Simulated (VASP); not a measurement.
Here is a VASP 6.6.1 calculation.

The input INCAR:

```
PREC = Accurate
ENCUT = 520
EDIFF = 1E-8
ISMEAR = -1
SIGMA = 0.05
LREAL = False
LASPH = True
NELM = 60
ALGO = Normal
ISIF = 2
LWAVE = False
LCHARG = False
GGA = PS
LEFG = True
NBANDS = 26
```

Contents of KPOINTS:

```
Automatic mesh
0
Gamma
  9 9 6
```

POSCAR

```
CdTe
1.0
    3.1056284021     -3.1353322095      0.0000000000
    3.1056284021      3.1353322095      0.0000000000
    0.0000000000      0.0000000000      6.1708013492
Cd Te
2 2
Direct
    0.2770300000      0.7229700000      0.7500000000
    0.7229700000      0.2770300000      0.2500000000
    0.7661370000      0.2338630000      0.7500000000
    0.2338630000      0.7661370000      0.2500000000
```

Potentials or basis: VASP PAW PBE potentials, release 64 (Cd, Te).

The run is started by

```sh
$ cat potpaw_PBE.64/Cd/POTCAR potpaw_PBE.64/Te/POTCAR > POTCAR
$ mpirun -np 1 vasp_std > vasp.out
```

Q: Estimate the pressure.

A: -4.5 GPa.

Q: What does it give for the largest force?

A: 0.088 eV/Å.

Q: Estimate the band gap on the k mesh.

A: Zero (bands 18 and 19 overlap by 1.18 eV).

Forces in eV/Å, atoms in the order of the input:
```
Cd   0.000  0.017  0.000
Cd   0.000 -0.017  0.000
Te   0.000  0.088  0.000
Te   0.000 -0.088  0.000
```

Caveat: the cell stands under tension; without QUAD_EFG the Cq values of the log hold for a quadrupole moment of 1 mb, not for the nuclei; the PAW data sets were made with another functional, which shifts forces and pressure a little; spin-orbit coupling is left out, which moves the levels of the heavy elements.
